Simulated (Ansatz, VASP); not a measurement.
# As: VASP beside Ansatz

```
CELL_PARAMETERS angstrom
1.87989 1.08536 3.32958
-1.87989 1.08536 3.32958
0.00000 -2.17071 3.32958
ATOMIC_POSITIONS crystal
As 0.76953 0.76953 0.76953
As 0.23047 0.23047 0.23047
```

Alike in both runs: task single point; functional LDA; k mesh 11 × 11 × 11; occupations fermi-dirac, width 0.05 eV; no spin polarisation.

|  | VASP | Ansatz |
| --- | --- | --- |
| version | VASP 6.6.1 | Ansatz 0.2.0 |
| potentials or method | VASP PAW LDA potentials, release 64 (As), cutoff 520 eV | all-electron PAW with datasets made for the crystal, scalar-relativistic |

VASP gave:

| Item | Value |
| --- | --- |
| pressure (GPa) | 0.5 |
| traceless stress, the component that is largest in VASP (GPa) | -0.12 |
| rms of the force components (eV/Å) | 0.039 |

Problem. Which values does Ansatz return?

Solution. Pressure (GPa): 0.0; traceless stress, the component that is largest in VASP (GPa): 0.00; rms of the force components (eV/Å): 0.001.

LDA's correlation is that of Perdew and Zunger in VASP and of Perdew and Wang (1992) in Ansatz. Atom by atom the forces differ by 0.038 eV/Å (rms over components). Ansatz ran all-electron here, and VASP with PAW potentials.
